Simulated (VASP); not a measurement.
Sb, 2 atoms in the cell. Symmetry: R-3m, No. 166, trigonal system. The conventional cell has a = 4.301 Å, b = 4.301 Å, c = 11.232 Å, α = 90.00°, β = 90.00°, γ = 120.00°. Within 3.8 Å of Sb (site symmetry 3m) lie 6 Sb at 2.90 to 3.34 Å. 

* Program: VASP 6.6.1
* Task: electric field gradients
* Functional: PBEsol
* Potentials or basis: VASP PAW PBE potentials, release 64 (Sb)
* Cutoff: 520 eV
* k mesh: 9 × 9 × 9
* Occupations: fermi-dirac, width 0.05 eV
* Spin: no spin polarisation
* Dipole correction: no
* Further INCAR settings: ALGO = Normal; EDIFF = 1e-08; NBANDS = 12

Potentials or basis: VASP PAW PBE potentials, release 64 (Sb).

Launch:

```console
$ cat potpaw_PBE.64/Sb/POTCAR > POTCAR
$ mpirun -np 1 vasp_std > vasp.out
```

Hardware: 1 thread of Intel(R) Xeon(R) 6975P-C (Granite Rapids), on a shared host.

**Question.** How long does it take, and how much memory?

**Answer.** Run time: 25 s on 1 thread of Intel(R) Xeon(R) 6975P-C (Granite Rapids), with other jobs on the host, peak memory 0.22 GiB. Counts: scf iterations 14, k points 85.
